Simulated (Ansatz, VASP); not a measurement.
AlInAsP3: VASP beside Ansatz

```xyz
6
Lattice="5.3425 0.0000 0.0000 -2.6712 4.6267 0.0000 0.0000 0.0000 5.3230" Properties=species:S:1:pos:R:3 pbc="T T T"
Al    2.6712    1.5422    0.0000
In    0.0000    0.0000    0.0000
P     1.0993    3.7192    2.6615
P    -1.0993    3.7192    2.6615
P     0.0000    1.8151    2.6615
As    0.0000    3.0845    0.0000
```

Change from the starting cell: species swapped into the LaAlCuNi3 type (P-6m2, No. 187).

Alike in both runs: task relaxation of cell and atoms; functional PBE; k mesh 12 × 12 × 8; occupations gaussian, width 0.1 eV; no spin polarisation.

```csv
,VASP,Ansatz
version,VASP 6.6.1,Ansatz 0.2.0
potentials or method,"VASP PAW PBE potentials, release 64 (Al, In_d, P, As), cutoff 500 eV","scalar-relativistic, plane waves, PAW"
valence electrons in the cell,36,46
```

Ansatz gave:

| Property | Result |
| --- | --- |
| gap on the k mesh at the Fermi level, each at its own relaxed structure (eV) | none |
| relaxed volume (Å³/atom) | 22.27 |
| relaxed cell length with the largest relative difference (Å) | 5.467 |

Q: Estimate VASP's values.

A: gap on the k mesh at the Fermi level, each at its own relaxed structure (eV): none; relaxed volume (Å³/atom): 22.25; relaxed cell length with the largest relative difference (Å): 5.465.

A gap of «none» marks a metal or a gap that the smearing closes. VASP's potentials hold 36 valence electrons a cell and Ansatz's 46, so a difference there can come from the potentials and not from the codes.
